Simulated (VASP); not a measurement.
# TiB2 in VASP: further runs, part 2 of 2

VASP 6.6.1.

## Step 3: Electric field gradients, PBEsol (equal xx and yy strain of +2 %)

INCAR reads:

```
SYSTEM = TiB2
  ALGO = Normal
  EDIFF = 1E-8
  ENCUT = 520
  GGA = PS
  ISIF = 2
  ISMEAR = -1
  LASPH = .TRUE.
  LCHARG = .FALSE.
  LEFG = .TRUE.
  LREAL = .FALSE.
  LWAVE = .FALSE.
  NBANDS = 16
  NELM = 100
  PREC = Accurate
  SIGMA = 0.03
```

KPOINTS reads:

```
k-points
0
G
  14 14 11
  0 0 0
```

POSCAR reads:

```
TiB2
1.0
    3.0897821656      0.0000000000      0.0000000000
   -1.5448910828      2.6758298476      0.0000000000
    0.0000000000      0.0000000000      3.2284000000
Ti B
1 2
Direct
    0.0000000000      0.0000000000      0.0000000000
    0.3333333333      0.6666666667      0.5000000000
    0.6666666667      0.3333333333      0.5000000000
```

Potentials or basis: VASP PAW PBE potentials, release 64 (Ti_sv, B).

Run with:

```bash
$ cat potpaw_PBE.64/Ti_sv/POTCAR potpaw_PBE.64/B/POTCAR > POTCAR
$ mpirun -np 1 vasp_std > vasp.out
```

OUTCAR:

```text
SYSTEM = TiB2
   EDIFF = 1E-8
   ENCUT = 520
   GGA = PS
   ISIF = 2
   ISMEAR = -1
   LASPH = .TRUE.
   LREAL = .FALSE.
   NELM = 100
   PREC = Accurate

 ion  position               nearest neighbor table
   1  0.000  0.000  0.000-   2 2.41   3 2.41   2 2.41   3 2.41   3 2.41   3 2.41   2 2.41   2 2.41
                             3 2.41   3 2.41   2 2.41   2 2.41
   2  0.333  0.667  0.500-   3 1.78   3 1.78   3 1.78   1 2.41   1 2.41   1 2.41   1 2.41   1 2.41
                             1 2.41
   3  0.667  0.333  0.500-   2 1.78   2 1.78   2 1.78   1 2.41   1 2.41   1 2.41   1 2.41   1 2.41
                             1 2.41

  LATTYP: Found a hexagonal cell.
 ALAT       =     3.0897821656
 C/A-ratio  =     1.0448633033

  Lattice vectors:

 A1 = (   3.0897821656,   0.0000000000,   0.0000000000)
 A2 = (  -1.5448910828,   2.6758298476,   0.0000000000)
 A3 = (   0.0000000000,   0.0000000000,   3.2284000000)

Analysis of symmetry for initial positions (statically):
=====================================================================
 Subroutine PRICEL returns:
 Original cell was already a primitive cell.

 Routine SETGRP: Setting up the symmetry group for a
 hexagonal supercell.

 Subroutine GETGRP returns: Found 24 space group operations
 (whereof 24 operations were pure point group operations)
 out of a pool of 24 trial point group operations.

The static configuration has the point symmetry D_6h.

Analysis of symmetry for dynamics (positions and initial velocities):
=====================================================================
 Subroutine PRICEL returns:
 Original cell was already a primitive cell.

 Routine SETGRP: Setting up the symmetry group for a
 hexagonal supercell.

 Subroutine GETGRP returns: Found 24 space group operations
 (whereof 24 operations were pure point group operations)
 out of a pool of 24 trial point group operations.

The dynamic configuration has the point symmetry D_6h.

 Subroutine INISYM returns: Found 24 space group operations
 (whereof 24 operations are pure point group operations),
 and found     1 'primitive' translations

----------------------------------------------------------------------------------------

                                     Primitive cell

  volume of cell :      26.6915

  direct lattice vectors                    reciprocal lattice vectors
     3.089782166  0.000000000  0.000000000     0.323647412  0.186857920  0.000000000
    -1.544891083  2.675829848  0.000000000     0.000000000  0.373715840  0.000000000
     0.000000000  0.000000000  3.228400000     0.000000000  0.000000000  0.309750960

  length of vectors
     3.089782166  3.089782166  3.228400000     0.373715840  0.373715840  0.309750960

[... 89 lines left out ...]
   ISYM   =      2    0-nonsym 1-usesym 2-fastsym
   POTIM  = 0.5000    time-step for ionic-motion
   TEBEG  =    0.0;   TEEND  =   0.0 temperature during run
   PSTRESS=    0.0 pullay stress
   NELECT =      18.0000    total number of electrons
   NUPDOWN=      -1.0000    fix difference up-down
   EMIN   =  10.00;   EMAX   =-10.00  energy-range for DOS
   EFERMI =   0.00;   METHOD = LEGACY
   ISMEAR =    -1;   SIGMA  =   0.03  broadening in eV -4-tet -1-fermi 0-gaus
   EFERMI_NEDOS =   21; number of points for ismear=-14 and -15
   IALGO  =     38    algorithm
   IMIX   =      4    mixing-type and parameters
     AMIX     =   0.40;   BMIX     =  1.00
     AMIX_MAG =   1.60;   BMIX_MAG =  1.00
  volume/ion in A,a.u.               =       8.90        60.04
  Fermi-wavevector in a.u.,A,eV,Ry     =   1.435625  2.712938 28.041879  2.061020
  Thomas-Fermi vector in A             =   2.554903
   LORBIT       =      0    0 simple, 1 ext, 2 COOP (PROOUT), +10 PAW based schemes
   GGA     = PS    functional components
   LHFCALC =     F    Hartree Fock is set to
   AEXX    =    0.0000 exact exchange contribution
   IVDW    =     0    specifies the selected vdW correction
   LEPSILON=     F    determine dielectric tensor
   LRPA    =     F    only Hartree local field effects (RPA)
 non-spin polarized calculation
  energy-cutoff  :      520.00
  volume of cell :       26.69
 maximum number of plane-waves:       736
 NGX is ok and might be reduce to    24
   NGX = 11   NGY = 11   NGZ = 13

 number of electron      18.0000000 magnetization

 Free energy of the ion-electron system (eV)
  ---------------------------------------------------
  ext. energy  EPLUGINS =         0.00000000
  ---------------------------------------------------
  free energy    TOTEN  =       -25.71653703 eV

  energy without entropy =      -25.71547184  energy(sigma->0) =      -25.71600444

 E-fermi :   9.4876     XC(G=0): -12.6862

 val. band max:        9.4626868920   @ k =   0.0714  -0.0000   0.3636
 cond. band min:       9.5208389711   @ k =   0.0714  -0.0000   0.2727
 fundamental gap:      0.0581520791
 Fermi energy:         9.4875735742

 k-point     1 :       0.0000    0.0000    0.0000
  band No.  band energies     occupation
      1     -47.2862      2.00000
      2     -23.7203      2.00000
      3     -23.4575      2.00000
      4     -23.4575      2.00000
      5      -3.7419      2.00000
      6       6.8489      2.00000
[... 433 lines left out ...]
      3     -23.6667      2.00000
      4     -23.6572      2.00000
      5       1.0137      2.00000
      6       1.2794      2.00000
[... 8 lines left out ...]
     15      18.9045      0.00000
     16      19.5255      0.00000

 [... further k-points ...]

------------------------ aborting loop because EDIFF is reached ----------------------------------------

  FORCE on cell =-STRESS in cart. coord.  units (eV):
  Direction    XX          YY          ZZ          XY          YZ          ZX
  --------------------------------------------------------------------------------------
  -------------------------------------------------------------------------------------
  Total       -2.8008459     -2.8008459     -1.6694013      0.0000000     -0.0000000      0.0000000
  in kB     -168.1226015   -168.1226015   -100.2069042      0.0000000     -0.0000000      0.0000000
  external PRESSURE =    -145.4840357 kB  Pullay stress =       0.0000000 kB

 VOLUME and BASIS-vectors are now :
 -----------------------------------------------------------------------------
  energy-cutoff  :      520.00
  volume of cell :       26.69
      direct lattice vectors                 reciprocal lattice vectors
     3.089782166  0.000000000  0.000000000     0.323647412  0.186857920  0.000000000
    -1.544891083  2.675829848  0.000000000     0.000000000  0.373715840  0.000000000
     0.000000000  0.000000000  3.228400000     0.000000000  0.000000000  0.309750960

 POSITION                                       TOTAL-FORCE (eV/Angst)
 -----------------------------------------------------------------------------------
      0.00000      0.00000      0.00000         0.000000      0.000000     -0.000000
     -0.00000      1.78389      1.61420        -0.000000      0.000000      0.000000
      1.54489      0.89194      1.61420         0.000000      0.000000     -0.000000
 -----------------------------------------------------------------------------------
    total drift:                               -0.000000      0.000000      0.000000

  FREE ENERGIE OF THE ION-ELECTRON SYSTEM (eV)
  ---------------------------------------------------
  free  energy   TOTEN  =       -25.7165370274 eV

  energy  without entropy=      -25.7154718428  energy(sigma->0) =      -25.71600444

 Electric field gradients (V/A^2)
---------------------------------------------------------------------
 ion       V_xx      V_yy      V_zz      V_xy      V_xz      V_yz
---------------------------------------------------------------------
   1      -7.585    -7.586    15.172    -0.001     0.000    -0.000
   2      -1.871    -1.871     3.741    -0.000     0.000     0.000
   3      -1.871    -1.871     3.741    -0.000     0.000     0.000
---------------------------------------------------------------------

 Electric field gradients after diagonalization (V/A^2)
 (convention: |V_zz| > |V_xx| > |V_yy|)
----------------------------------------------------------------------
 ion       V_xx      V_yy      V_zz     asymmetry (V_yy - V_xx)/ V_zz
----------------------------------------------------------------------
   1      -7.587    -7.585    15.172       0.000
   2      -1.871    -1.871     3.741       0.000
   3      -1.871    -1.871     3.741       0.000
----------------------------------------------------------------------

           NMR quadrupolar parameters

 Cq : quadrupolar parameter    Cq=e*Q*V_zz/h
 eta: asymmetry parameters     (V_yy - V_xx)/ V_zz
 Q  : nuclear electric quadrupole moment in mb (millibarn)
----------------------------------------------------------------------
 ion       Cq(MHz)       eta       Q (mb)
----------------------------------------------------------------------
   1       0.037       0.000       1.000
   2       0.009       0.000       1.000
   3       0.009       0.000       1.000
----------------------------------------------------------------------
```

Wall time 87 s (1 thread of Intel Xeon 8259CL, shared host); peak memory 0.18 GiB.

What came out:

- Free energy: -25.7165 eV
- Pressure: -14.5 GPa
- Band gap on the k mesh: zero (bands 9 and 10 overlap by 0.64 eV)
- Largest electric field gradient by atom: Ti +15.2; B +3.7 V/Å²

Electric field gradients, principal values (V/Å²):
| atom | least | middle | greatest (by size) |
| --- | --- | --- | --- |
| 1 Ti | -7.585 | -7.587 | 15.172 |
| 2 B | -1.871 | -1.871 | 3.741 |
| 3 B | -1.871 | -1.871 | 3.741 |

Caveat: the cell differs from its parent crystal (equal xx and yy strain of +2 %); the cell stands under tension; without QUAD_EFG the Cq values of the log hold for a quadrupole moment of 1 mb, not for the nuclei; the PAW data sets were made with another functional, which shifts forces and pressure a little.

## Step 4: Electric field gradients, PBEsol (equal xy, yz and zx shear strains of -2 %)

INCAR reads:

```
PREC = Accurate
ENCUT = 520
EDIFF = 1E-8
ISMEAR = -1
SIGMA = 0.03
LREAL = False
LASPH = True
NELM = 100
ALGO = Normal
ISIF = 2
LWAVE = False
LCHARG = False
GGA = PS
LEFG = True
NBANDS = 16
```

KPOINTS reads:

```
regular mesh
0
Gamma
  14 14 11
```

POSCAR reads:

```
TiB2
1.0
    3.0291982016     -0.0302919820     -0.0302919820
   -1.5408327268      2.6385085867     -0.0110876350
   -0.0322840000     -0.0322840000      3.2284000000
Ti B
1 2
Direct
    0.0000000000      0.0000000000      0.0000000000
    0.3333333333      0.6666666667      0.5000000000
    0.6666666667      0.3333333333      0.5000000000
```

Potentials or basis: VASP PAW PBE potentials, release 64 (Ti_sv, B).

Run with:

```bash
$ cat potpaw_PBE.64/Ti_sv/POTCAR potpaw_PBE.64/B/POTCAR > POTCAR
$ mpirun -np 1 vasp_std > vasp.out
```

OUTCAR:

```text
PREC = Accurate
   ENCUT = 520
   EDIFF = 1E-8
   ISMEAR = -1
   LREAL = False
   LASPH = True
   NELM = 100
   ISIF = 2
   GGA = PS

 ion  position               nearest neighbor table
   1  0.000  0.000  0.000-   3 2.34   2 2.34   3 2.36   2 2.36   2 2.38   3 2.38   2 2.40   3 2.40
                             2 2.40   3 2.40   3 2.40   2 2.40
   2  0.333  0.667  0.500-   3 1.73   3 1.75   3 1.76   1 2.34   1 2.36   1 2.38   1 2.40   1 2.40
                             1 2.40
   3  0.667  0.333  0.500-   2 1.73   2 1.75   2 1.76   1 2.34   1 2.36   1 2.38   1 2.40   1 2.40
                             1 2.40

  LATTYP: Found a triclinic cell.
 ALAT       =     3.0032878511
 B/A-ratio  =     1.0087281861
 C/A-ratio  =     1.0750627259
 COS(alpha) =     0.0198960208
 COS(beta)  =     0.0274156886
 COS(gamma) =     0.4869832429

  Lattice vectors:

 A1 = (   1.4883654748,   2.6082166047,  -0.0413796170)
 A2 = (   3.0291982016,  -0.0302919820,  -0.0302919820)
 A3 = (   0.0322840000,   0.0322840000,  -3.2284000000)

Analysis of symmetry for initial positions (statically):
=====================================================================
 Subroutine PRICEL returns:
 Original cell was already a primitive cell.

 Routine SETGRP: Setting up the symmetry group for a
 triclinic supercell.

 Subroutine GETGRP returns: Found  2 space group operations
 (whereof  2 operations were pure point group operations)
 out of a pool of  2 trial point group operations.

The static configuration has the point symmetry S_2 .

Analysis of symmetry for dynamics (positions and initial velocities):
=====================================================================
 Subroutine PRICEL returns:
 Original cell was already a primitive cell.
[... 619 lines left out ...]

 [... further k-points ...]

------------------------ aborting loop because EDIFF is reached ----------------------------------------

  FORCE on cell =-STRESS in cart. coord.  units (eV):
  Direction    XX          YY          ZZ          XY          YZ          ZX
  --------------------------------------------------------------------------------------
  -------------------------------------------------------------------------------------
  Total       -0.5531587     -0.5614350     -1.0203735      0.9702222      0.8484292      0.8489788
  in kB      -34.5555759    -35.0725966    -63.7422787     60.6093498     53.0009919     53.0353297
  external PRESSURE =     -44.4568171 kB  Pullay stress =       0.0000000 kB

 VOLUME and BASIS-vectors are now :
 -----------------------------------------------------------------------------
  energy-cutoff  :      520.00
  volume of cell :       25.65
      direct lattice vectors                 reciprocal lattice vectors
     3.029198202 -0.030291982 -0.030291982     0.332112656  0.193968813  0.005260815
    -1.540832727  2.638508587 -0.011087635     0.003851184  0.381267181  0.003851184
    -0.032284000 -0.032284000  3.228400000     0.003129430  0.003129430  0.309813549

 POSITION                                       TOTAL-FORCE (eV/Angst)
 -----------------------------------------------------------------------------------
      0.00000      0.00000      0.00000         0.000000     -0.000000      0.000000
     -0.03363      1.73277      1.59671         0.064631      0.007283     -0.004430
      1.48971      0.84317      1.59031        -0.064631     -0.007283      0.004430
 -----------------------------------------------------------------------------------
    total drift:                               -0.000000      0.000000      0.000000

  FREE ENERGIE OF THE ION-ELECTRON SYSTEM (eV)
  ---------------------------------------------------
  free  energy   TOTEN  =       -25.7575408872 eV

  energy  without entropy=      -25.7564042086  energy(sigma->0) =      -25.75697255

 Electric field gradients (V/A^2)
---------------------------------------------------------------------
 ion       V_xx      V_yy      V_zz      V_xy      V_xz      V_yz
---------------------------------------------------------------------
   1      -9.203    -9.246    18.449    -5.689   -10.250   -10.266
   2      -2.324    -2.301     4.625    -0.946    -0.708    -0.709
   3      -2.324    -2.301     4.625    -0.946    -0.708    -0.709
---------------------------------------------------------------------

 Electric field gradients after diagonalization (V/A^2)
 (convention: |V_zz| > |V_xx| > |V_yy|)
----------------------------------------------------------------------
 ion       V_xx      V_yy      V_zz     asymmetry (V_yy - V_xx)/ V_zz
----------------------------------------------------------------------
   1     -20.339    -3.536    23.875       0.704
   2      -3.384    -1.366     4.750       0.425
   3      -3.384    -1.366     4.750       0.425
----------------------------------------------------------------------

           NMR quadrupolar parameters

 Cq : quadrupolar parameter    Cq=e*Q*V_zz/h
 eta: asymmetry parameters     (V_yy - V_xx)/ V_zz
 Q  : nuclear electric quadrupole moment in mb (millibarn)
----------------------------------------------------------------------
 ion       Cq(MHz)       eta       Q (mb)
----------------------------------------------------------------------
   1       0.058       0.704       1.000
   2       0.011       0.425       1.000
   3       0.011       0.425       1.000
----------------------------------------------------------------------
```

stdout:

```text
POSCAR found type information on POSCAR TiB
 POSCAR found :  2 types and       3 ions
 scaLAPACK will be used
 -----------------------------------------------------------------------------
|                                                                             |
|                                                                             |
|     You enforced a specific xc type in the INCAR file but a different       |
|     I HOPE YOU KNOW WHAT YOU ARE DOING!                                     |
|                                                                             |
 -----------------------------------------------------------------------------

 LDA part: xc-table for (Slater+PW92), standard interpolation
 POSCAR, INCAR and KPOINTS ok, starting setup
 FFT: planning ... GRIDC
 FFT: planning ... GRID_SOFT
 FFT: planning ... GRID
 WAVECAR not read
 entering main loop
ion   1
     0.0000422     0.4753968     1.0654602    -0.9185465     1.0607183    -0.0125686
     0.0000581     0.4753968     1.0654602    -0.9185465     1.0607183    -0.0125686
     0.0000800     0.4753968     1.0654602    -0.9185465     1.0607183    -0.0125686
     0.0001102     0.4753968     1.0654602    -0.9185465     1.0607183    -0.0125686
[... 23 lines left out ...]
     0.0000257     1.1955599     0.8190684    -5.8617710     0.8178524     0.0173129
     0.0000354     1.1955599     0.8190684    -5.8617709     0.8178524     0.0173129
     0.0000487     1.1955598     0.8190683    -5.8617707     0.8178524     0.0173129
     0.0000671     1.1955597     0.8190683    -5.8617703     0.8178523     0.0173129
```

It took 6.9 min on 1 thread of AMD EPYC 7R13 (Zen 3), shared host; peak memory 0.46 GiB.

Results:

| Item | Value |
| --- | --- |
| Free energy | -25.7575 eV |
| Pressure | -4.4 GPa |
| Largest force | 0.065 eV/Å |
| Band gap on the k mesh | zero (bands 9 and 10 overlap by 0.64 eV) |
| Largest electric field gradient by atom | Ti +23.9; B +4.8 V/Å² |

Forces on the atoms (eV/Å):
```
Ti   0.000  0.000  0.000
B    0.065  0.007 -0.004
B   -0.065 -0.007  0.004
```

Levels at points of the mesh, in eV from the Fermi level:
```csv
k point,band 7,band 8,band 9,band 10,band 11,band 12
"(0.00, 0.00, 0.00)",-2.52,-2.32,-2.16,1.84,1.88,3.65
"(0.50, 0.00, 0.00)",-3.41,-3.22,-2.36,1.26,2.77,3.21
"(0.00, 0.50, 0.00)",-3.26,-3.25,-2.30,1.30,2.71,3.25
"(0.50, 0.50, 0.00)",-3.28,-3.12,-2.25,1.35,2.70,3.25
```

Electric field gradients, principal values (V/Å²):
| atom | least | middle | greatest (by size) |
| --- | --- | --- | --- |
| 1 Ti | -3.536 | -20.339 | 23.875 |
| 2 B | -1.366 | -3.384 | 4.750 |
| 3 B | -1.366 | -3.384 | 4.750 |

Caveat: the cell differs from its parent crystal (equal xy, yz and zx shear strains of -2 %); the cell stands under tension; without QUAD_EFG the Cq values of the log hold for a quadrupole moment of 1 mb, not for the nuclei; the PAW data sets were made with another functional, which shifts forces and pressure a little.
